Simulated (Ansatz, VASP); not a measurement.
# One calculation of Cd, two programs

Contents of INCAR:

```
PREC = Accurate
ENCUT = 520
EDIFF = 1E-6
ISMEAR = -1
SIGMA = 0.05
LREAL = False
LASPH = True
NELM = 80
ALGO = Normal
ISIF = 2
LWAVE = False
LCHARG = False
GGA = PE
NBANDS = 19
```

The input KPOINTS:

```
regular mesh
0
Gamma
  14 14 8
```

POSCAR

```
Cd
1.0
    3.0615656364      0.0153078282      0.0000000000
   -1.5175258501      2.6437397024      0.0000000000
    0.0000000000      0.0000000000      5.5917793960
Cd
2
Direct
    0.3333333333      0.6666666667      0.2500000000
    0.6666666667      0.3333333333      0.7500000000
```

Input for Ansatz:

```yaml
crystal:
  lattice:
    - [3.0615656364, 0.0153078282, 0.0]
    - [-1.5175258501, 2.6437397024, 0.0]
    - [0.0, 0.0, 5.591779396]
  atoms:
    - { symbol: Cd, position: [0.3333333333, 0.6666666667, 0.25] }
    - { symbol: Cd, position: [0.6666666667, 0.3333333333, 0.75] }
kpoints:
  mp_grid: { grid: [14, 14, 8] }
scf:
  occupations: { method: fermi_dirac, width: 0.05 }
hamiltonian:
  xc: pbe
  pseudopotentials: { kind: all_electron, lapw: { basis_error: 0.0005 } }
output:
  forces: true
  stress: true
  eigenvalues: true
```

Change from the starting cell: xy shear strain of +1 %.

Alike in both runs: task single point; functional PBE; k mesh 14 × 14 × 8; occupations fermi-dirac, width 0.05 eV; no spin polarisation.

```csv
,VASP,Ansatz
version,VASP 6.6.1,Ansatz 0.2.0
potentials or method,"VASP PAW PBE potentials, release 64 (Cd), cutoff 520 eV","all-electron LAPW, scalar-relativistic"
```

VASP gave:

```
pressure (GPa)                                                : 0.3
traceless stress, the component that is largest in VASP (GPa) : -0.11
rms of the force components (eV/Å)                            : 0.004
```

Task: Estimate Ansatz's values.

Result: Pressure (GPa): 0.0; traceless stress, the component that is largest in VASP (GPa): -0.01; rms of the force components (eV/Å): 0.004.

Atom by atom the forces differ by 0.000 eV/Å (rms over components). Ansatz ran all-electron here, and VASP with PAW potentials.
